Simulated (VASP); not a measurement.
# ZrS (I4/mmm) in VASP: further runs

ZrS is run at these levels: PBEsol; tasks: single point.

Everything below comes from runs of VASP 6.6.1. Logs are shortened: lines on timing, memory, paths and dates and some standing lists are left out, and cuts for length are marked.

### 1 The cell of the first run

Symmetry: I4/mmm, No. 139, tetragonal system. The conventional cell has a = 4.167 Å, b = 4.167 Å, c = 4.167 Å, α = 90.00°, β = 90.00°, γ = 90.00°. Within 2.8 Å of Zr (site symmetry 4/mmm) lie 2 S at 2.08 Å. S (site symmetry 4/mmm) has 2 Zr at 2.08 Å within 2.8 Å.

### 2 Single point, PBEsol

Input file INCAR:

```
SYSTEM = ZrS
ALGO = Normal
EDIFF = 1E-7
ENCUT = 520
GGA = PS
ISIF = 2
ISMEAR = 0
LASPH = .True.
LCHARG = .False.
LREAL = .False.
LWAVE = .False.
NBANDS = 16
NELM = 60
PREC = Accurate
SIGMA = 0.15
```

Input file KPOINTS:

```
k-points
0
Gamma
  18 18 18
  0 0 0
```

Input file POSCAR:

```
ZrS
1.0
    0.0000000000      2.9466112082      2.0832541242
    2.9466112082      0.0000000000      2.0832541242
    2.9466112082      2.9466112082      0.0000000000
Zr S
1 1
Direct
    0.0000000000      0.0000000000      0.0000000000
    0.5000000000      0.5000000000      0.5000000000
```

Potentials or basis: VASP PAW PBE potentials, release 64 (Zr_sv, S).

On the command line:

```console
cat potpaw_PBE.64/Zr_sv/POTCAR potpaw_PBE.64/S/POTCAR > POTCAR
mpirun -np 1 vasp_std > vasp.out
```

OUTCAR:

```text
SYSTEM = ZrS
   EDIFF = 1E-7
   ENCUT = 520
   GGA = PS
   ISIF = 2
   ISMEAR = 0
   LASPH = .True.
   LREAL = .False.
   NELM = 60
   PREC = Accurate

 ion  position               nearest neighbor table
   1  0.000  0.000  0.000-   2 2.08   2 2.08   2 2.95   2 2.95   2 2.95   2 2.95
   2  0.500  0.500  0.500-   1 2.08   1 2.08   1 2.95   1 2.95   1 2.95   1 2.95

  LATTYP: Found a body centered tetragonal cell.
 ALAT       =     4.1671375337
 C/A-ratio  =     0.9998489886

  Lattice vectors:

 A1 = (   0.0000000000,  -2.9466112082,  -2.0832541242)
 A2 = (   0.0000000000,   2.9466112082,  -2.0832541242)
 A3 = (   2.9466112082,   0.0000000000,   2.0832541242)

Analysis of symmetry for initial positions (statically):
=====================================================================
 Subroutine PRICEL returns:
 Original cell was already a primitive cell.

 Routine SETGRP: Setting up the symmetry group for a
 body centered tetragonal supercell.

 Subroutine GETGRP returns: Found 16 space group operations
 (whereof 16 operations were pure point group operations)
 out of a pool of 16 trial point group operations.

The static configuration has the point symmetry D_4h.

Analysis of symmetry for dynamics (positions and initial velocities):
=====================================================================
 Subroutine PRICEL returns:
 Original cell was already a primitive cell.

 Routine SETGRP: Setting up the symmetry group for a
 body centered tetragonal supercell.

 Subroutine GETGRP returns: Found 16 space group operations
 (whereof 16 operations were pure point group operations)
 out of a pool of 16 trial point group operations.

The dynamic configuration has the point symmetry D_4h.

 Subroutine INISYM returns: Found 16 space group operations
 (whereof 16 operations are pure point group operations),
 and found     1 'primitive' translations

----------------------------------------------------------------------------------------

                                     Primitive cell

  volume of cell :      36.1758

  direct lattice vectors                    reciprocal lattice vectors
     0.000000000  2.946611208  2.083254124    -0.169686452  0.169686452  0.240009125
     2.946611208  0.000000000  2.083254124     0.169686452 -0.169686452  0.240009125
     2.946611208  2.946611208  0.000000000     0.169686452  0.169686452 -0.240009125

  length of vectors
     3.608665315  3.608665315  4.167137534     0.339398533  0.339398533  0.339398533

  position of ions in fractional coordinates (direct lattice)
     0.000000000  0.000000000  0.000000000
     0.500000000  0.500000000  0.500000000

  ion indices of the primitive-cell ions
   primitive index   ion index
                 1           1
                 2           2

----------------------------------------------------------------------------------------

 KPOINTS: k-points

Automatic generation of k-mesh.
 Grid dimensions read from file:
 generate k-points for:   18   18   18

 Generating k-lattice:

  Cartesian coordinates                     Fractional coordinates (reciprocal lattice)
    -0.009427025  0.009427025  0.013333840     0.055555556  0.000000000  0.000000000
     0.009427025 -0.009427025  0.013333840     0.000000000  0.055555556  0.000000000
     0.009427025  0.009427025 -0.013333840     0.000000000  0.000000000  0.055555556

  Length of vectors
     0.018855474  0.018855474  0.018855474

  Shift w.r.t. Gamma in fractional coordinates (k-lattice)
     0.000000000  0.000000000  0.000000000

 Subroutine IBZKPT returns following result:
 ===========================================

 Found    480 irreducible k-points:

 Following reciprocal coordinates:
            Coordinates               Weight
  0.000000  0.000000  0.000000      1.000000
  0.055556 -0.000000  0.000000      8.000000
  0.111111 -0.000000  0.000000      8.000000
  0.166667 -0.000000  0.000000      8.000000
  0.222222 -0.000000  0.000000      8.000000
  0.277778  0.000000  0.000000      8.000000
[... 16 lines left out ...]
 -0.277778  0.055556  0.000000      8.000000
 -0.222222  0.055556  0.000000      8.000000
 [... further k-points ...]
   k-points           NKPTS =    480   k-points in BZ     NKDIM =    480   number of bands    NBANDS=     16
   number of dos      NEDOS =    301   number of ions     NIONS =      2
   total plane-waves  NPLWV =  25088
   dimension x,y,z NGX =    28 NGY =   28 NGZ =   32
   dimension x,y,z NGXF=    56 NGYF=   56 NGZF=   64
   ions per type =               1   1
   NGX,Y,Z   is equivalent  to a cutoff of  12.90, 12.90, 12.77 a.u.
   NGXF,Y,Z  is equivalent  to a cutoff of  25.80, 25.80, 25.53 a.u.
 SYSTEM =  ZrS
   PREC   = accura    normal or accurate (medium, high low for compatibility)
   ISTART =      0    job   : 0-new  1-cont  2-samecut
   ICHARG =      2    charge: 1-file 2-atom 10-const
   ISPIN  =      1    spin polarized calculation?
   LNONCOLLINEAR =      F non collinear calculations
   LSORBIT =      F    spin-orbit coupling
   LASPH  =      T    aspherical Exc in radial PAW
   ENCUT  =  520.0 eV  38.22 Ry    6.18 a.u.   6.71  6.71  7.75*2*pi/ulx,y,z
   NELM   =     60;   NELMIN=  2; NELMDL= -5     # of ELM steps
   EDIFF  = 0.1E-06   stopping-criterion for ELM
   LREAL  =      F    real-space projection
   EDIFFG = 0.1E-05   stopping-criterion for IOM
   NSW    =      0    number of steps for IOM
   IBRION =     -1    ionic relax: 0-MD 1-quasi-New 2-CG
   NFREE  =      0    steps in history (QN), initial steepest desc. (CG)
   ISIF   =      2    stress and relaxation
   ISYM   =      2    0-nonsym 1-usesym 2-fastsym
   POTIM  = 0.5000    time-step for ionic-motion
   TEBEG  =    0.0;   TEEND  =   0.0 temperature during run
   PSTRESS=    0.0 pullay stress
   NELECT =      18.0000    total number of electrons
   NUPDOWN=      -1.0000    fix difference up-down
   EMIN   =  10.00;   EMAX   =-10.00  energy-range for DOS
   EFERMI =   0.00;   METHOD = LEGACY
   ISMEAR =     0;   SIGMA  =   0.15  broadening in eV -4-tet -1-fermi 0-gaus
   EFERMI_NEDOS =   21; number of points for ismear=-14 and -15
   IALGO  =     38    algorithm
   IMIX   =      4    mixing-type and parameters
     AMIX     =   0.40;   BMIX     =  1.00
     AMIX_MAG =   1.60;   BMIX_MAG =  1.00
  volume/ion in A,a.u.               =      18.09       122.06
  Fermi-wavevector in a.u.,A,eV,Ry     =   1.297258  2.451462 22.896950  1.682878
  Thomas-Fermi vector in A             =   2.428662
   LORBIT       =      0    0 simple, 1 ext, 2 COOP (PROOUT), +10 PAW based schemes
   GGA     = PS    functional components
   LHFCALC =     F    Hartree Fock is set to
   AEXX    =    0.0000 exact exchange contribution
   IVDW    =     0    specifies the selected vdW correction
   LEPSILON=     F    determine dielectric tensor
   LRPA    =     F    only Hartree local field effects (RPA)
 non-spin polarized calculation
 Gauss-broadening in eV      SIGMA  =   0.15
  energy-cutoff  :      520.00
  volume of cell :       36.18
 maximum number of plane-waves:       986
   NGX = 13   NGY = 13   NGZ = 15

 number of electron      18.0000000 magnetization

 Free energy of the ion-electron system (eV)
  ---------------------------------------------------
  ext. energy  EPLUGINS =         0.00000000
  ---------------------------------------------------
  free energy    TOTEN  =       -12.74675987 eV

  energy without entropy =      -12.72933293  energy(sigma->0) =      -12.73804640

 E-fermi :  10.1258     XC(G=0): -11.2627

 val. band max:       10.1246311117   @ k =  -0.2778   0.0000   0.0556
 cond. band min:      10.1286984795   @ k =  -0.3889   0.0556   0.3889
 fundamental gap:      0.0040673677
 Fermi energy:        10.1257690699

 k-point     1 :       0.0000    0.0000    0.0000
  band No.  band energies     occupation
      1     -39.0783      2.00000
      2     -17.8674      2.00000
      3     -17.0275      2.00000
      4     -17.0275      2.00000
      5      -5.6041      2.00000
      6       6.6001      2.00000
[... 8 lines left out ...]
     15      18.6872      0.00000
     16      20.2087      0.00000

 k-point     2 :       0.0556   -0.0000    0.0000
  band No.  band energies     occupation
      1     -39.0772      2.00000
      2     -17.8791      2.00000
      3     -17.0323      2.00000
      4     -17.0306      2.00000
      5      -5.5412      2.00000
      6       6.1944      2.00000
[... 8 lines left out ...]
     15      18.6545      0.00000
     16      20.2761      0.00000

 k-point     3 :       0.1111   -0.0000    0.0000
  band No.  band energies     occupation
      1     -39.0740      2.00000
      2     -17.9131      2.00000
      3     -17.0457      2.00000
      4     -17.0396      2.00000
      5      -5.3561      2.00000
      6       5.5601      2.00000
[... 8 lines left out ...]
     15      18.4692      0.00000
     16      20.5891      0.00000

 k-point     4 :       0.1667   -0.0000    0.0000
  band No.  band energies     occupation
      1     -39.0692      2.00000
      2     -17.9657      2.00000
      3     -17.0645      2.00000
      4     -17.0534      2.00000
      5      -5.0598      2.00000
      6       4.9447      2.00000
[... 8 lines left out ...]
     15      18.7507      0.00000
     16      21.1653      0.00000
[... 324 lines left out ...]
 k-point    22 :      -0.3333    0.0556    0.0000
  band No.  band energies     occupation
      1     -39.0511      2.00000
      2     -18.1268      2.00000
      3     -17.1335      2.00000
      4     -17.1090      2.00000
      5      -4.0465      2.00000
      6       3.3975      2.00000
[... 8 lines left out ...]
     15      17.5331      0.00000
     16      20.0216      0.00000

 k-point    23 :      -0.2778    0.0556    0.0000
  band No.  band energies     occupation
      1     -39.0571      2.00000
      2     -18.0577      2.00000
      3     -17.1188      2.00000
      4     -17.0923      2.00000
      5      -4.5049      2.00000
      6       3.8125      2.00000
[... 8 lines left out ...]
     15      18.6218      0.00000
     16      19.9953      0.00000

 k-point    24 :      -0.2222    0.0556    0.0000
  band No.  band energies     occupation
      1     -39.0634      2.00000
      2     -17.9898      2.00000
      3     -17.0999      2.00000
      4     -17.0743      2.00000
      5      -4.9094      2.00000
      6       4.2809      2.00000
[... 8 lines left out ...]
     15      19.0700      0.00000
     16      19.7383      0.00000

 [... further k-points ...]
[... 5 lines left out ...]
  --------------------------------------------------------------------------------------
  -------------------------------------------------------------------------------------
  Total       -3.6776711     -3.6776711     38.2287016      0.0000000      0.0000000     -0.0000000
  in kB     -162.8791725   -162.8791725   1693.0984474      0.0000000      0.0000000     -0.0000000
  external PRESSURE =     455.7800342 kB  Pullay stress =       0.0000000 kB

 VOLUME and BASIS-vectors are now :
 -----------------------------------------------------------------------------
  energy-cutoff  :      520.00
  volume of cell :       36.18
      direct lattice vectors                 reciprocal lattice vectors
     0.000000000  2.946611208  2.083254124    -0.169686452  0.169686452  0.240009125
     2.946611208  0.000000000  2.083254124     0.169686452 -0.169686452  0.240009125
     2.946611208  2.946611208  0.000000000     0.169686452  0.169686452 -0.240009125

 POSITION                                       TOTAL-FORCE (eV/Angst)
 -----------------------------------------------------------------------------------
      0.00000      0.00000      0.00000         0.000000      0.000000     -0.000000
      2.94661      2.94661      2.08325         0.000000      0.000000      0.000000
 -----------------------------------------------------------------------------------
    total drift:                                0.000000      0.000000      0.000000

  FREE ENERGIE OF THE ION-ELECTRON SYSTEM (eV)
  ---------------------------------------------------
  free  energy   TOTEN  =       -12.7467598747 eV

  energy  without entropy=      -12.7293329264  energy(sigma->0) =      -12.73804640
```

Run time: 4.1 min. Hardware: 1 thread of Intel Xeon Platinum 8259CL at 2.50GHz (Skylake/Cascade Lake), shared host; peak memory 0.38 GiB.

Results:

```yaml
Free_energy: -12.7468 eV
Pressure: 45.6 GPa
Band_gap_on_the_k_mesh: zero (bands 9 and 10 overlap by 3.40 eV)
```

Caveat: the cell stands under pressure; the PAW data sets were made with another functional, which shifts forces and pressure a little.

### 3 Single point, PBEsol

This run uses another cell than the first one, of the same volume but with other edges.

Input file INCAR:

```
PREC     = Accurate       # precision mode
ENCUT    = 520            # plane-wave cutoff, eV
EDIFF    = 1E-6           # SCF threshold, eV
ISMEAR   = 0              # smearing method
SIGMA    = 0.15           # smearing width, eV
LREAL    = False          # projectors in reciprocal space
LASPH    = True           # aspherical terms in the spheres
NELM     = 60             # most SCF steps
ALGO     = Normal         # electronic algorithm
ISIF     = 2              # what is computed and relaxed
LWAVE    = False          # write WAVECAR
LCHARG   = False          # write CHGCAR
GGA      = PS             # functional
NBANDS   = 16             # bands
```

Input file KPOINTS:

```
Automatic mesh
0
Gamma
  18 18 18
```

Input file POSCAR:

```
ZrS
1.0
    0.0000000000      2.3387268659      3.3069597883
    2.3387268659      0.0000000000      3.3069597883
    2.3387268659      2.3387268659      0.0000000000
Zr S
1 1
Direct
    0.0000000000      0.0000000000      0.0000000000
    0.5000000000      0.5000000000      0.5000000000
```

Potentials or basis: VASP PAW PBE potentials, release 64 (Zr_sv, S).

On the command line:

```console
cat potpaw_PBE.64/Zr_sv/POTCAR potpaw_PBE.64/S/POTCAR > POTCAR
mpirun -np 1 vasp_std > vasp.out
```

It took 4.7 min on 1 thread of Intel Xeon Platinum 8259CL at 2.50GHz (Skylake/Cascade Lake), shared host; peak memory 0.38 GiB.

Results (log left out):

```
Free energy            : -14.9123 eV
Pressure               : 26.7 GPa
Band gap on the k mesh : zero (bands 9 and 10 overlap by 4.16 eV)
```

Stress tensor (GPa, compression positive):
```
 46.54   0.00   0.00
  0.00  46.54   0.00
  0.00   0.00 -12.90
```

Levels at points of the mesh, in eV from the Fermi level:
```csv
k point,band 6,band 7,band 8,band 9,band 10,band 11,band 12,band 13
"(0.00, 0.00, 0.00)",-3.92,-3.40,-2.90,-2.90,-2.61,-0.18,0.26,0.26
"(0.50, 0.00, 0.00)",-8.22,-6.48,-6.18,1.55,1.77,1.94,3.05,3.38
"(0.50, 0.50, 0.00)",-6.60,-3.90,-3.17,-3.17,-0.01,2.03,2.03,2.83
"(0.50, 0.00, 0.50)",-5.04,-4.34,-4.21,-2.91,0.14,0.80,3.91,3.94
```

Caveat: the cell stands under pressure; the PAW data sets were made with another functional, which shifts forces and pressure a little.

### 4 Single point, PBEsol

This run uses another cell than the first one, of the same volume but with other edges.

Input file INCAR:

```
SYSTEM = ZrS
ALGO = Normal
EDIFF = 1E-6
ENCUT = 520
GGA = PS
ISIF = 2
ISMEAR = 0
LASPH = .TRUE.
LCHARG = .FALSE.
LREAL = .FALSE.
LWAVE = .FALSE.
NBANDS = 16
NELM = 100
PREC = Accurate
SIGMA = 0.15
```

Input file KPOINTS:

```
k-points
0
G
  18 18 18
  0 0 0
```

Input file POSCAR:

```
ZrS
1.0
    0.0000000000      2.7711263789      2.3554574221
    2.7711263789      0.0000000000      2.3554574221
    2.7711263789      2.7711263789      0.0000000000
Zr S
1 1
Direct
    0.0000000000      0.0000000000      0.0000000000
    0.5000000000      0.5000000000      0.5000000000
```

On the command line:

```console
cat potpaw_PBE.64/Zr_sv/POTCAR potpaw_PBE.64/S/POTCAR > POTCAR
mpirun -np 1 vasp_std > vasp.out
```

Run time: 3.6 min. Hardware: 1 thread of Intel Xeon Platinum 8259CL at 2.50GHz (Skylake/Cascade Lake), shared host; peak memory 0.38 GiB.

It converged, with:

- Free energy: -15.8765 eV
- Pressure: 4.3 GPa
- Band gap on the k mesh: zero (bands 9 and 10 overlap by 3.05 eV)

Stress tensor (GPa, compression positive):
```
-14.23   0.00   0.00
  0.00 -14.23   0.00
  0.00   0.00  41.42
```

Levels at points of the mesh, in eV from the Fermi level:
| k point | band 7 | band 8 | band 9 | band 10 | band 11 | band 12 |
| --- | --- | --- | --- | --- | --- | --- |
| (0.00, 0.00, 0.00) | -3.56 | -2.90 | -1.74 | -1.74 | -1.36 | -0.96 |
| (0.50, 0.00, 0.00) | -6.13 | -5.98 | 1.24 | 1.83 | 2.10 | 2.35 |
| (0.50, 0.50, 0.00) | -4.83 | -4.83 | -3.34 | 1.21 | 2.07 | 2.07 |
| (0.50, 0.00, 0.50) | -4.15 | -3.75 | -3.33 | -0.01 | 2.01 | 2.52 |

Caveat: the cell stands under pressure; the PAW data sets were made with another functional, which shifts forces and pressure a little.

### 5 Overview

| cell | gap on the mesh (eV) | pressure (GPa) |
| --- | --- | --- |
| a = 3.609, b = 3.609, c = 4.167 Å, angles 54.7, 54.7, 70.5°, 2 atoms | none | 45.6 |
| a = 4.050, b = 4.050, c = 3.307 Å, angles 65.9, 65.9, 48.2°, 2 atoms | none | 26.7 |
| a = 3.637, b = 3.637, c = 3.919 Å, angles 57.4, 57.4, 65.2°, 2 atoms | none | 4.3 |

Alike in all rows: task single point; level PBEsol; potentials or basis VASP PAW PBE potentials, release 64 (Zr_sv, S); no spin polarisation; k mesh 18 × 18 × 18; cutoff (eV) 520; smearing gaussian 0.15 eV.

Caveats: the cell stands under pressure; the PAW data sets were made with another functional, which shifts forces and pressure a little.

Total energies depend on the potentials used, so only differences within one code and one set of settings carry meaning.
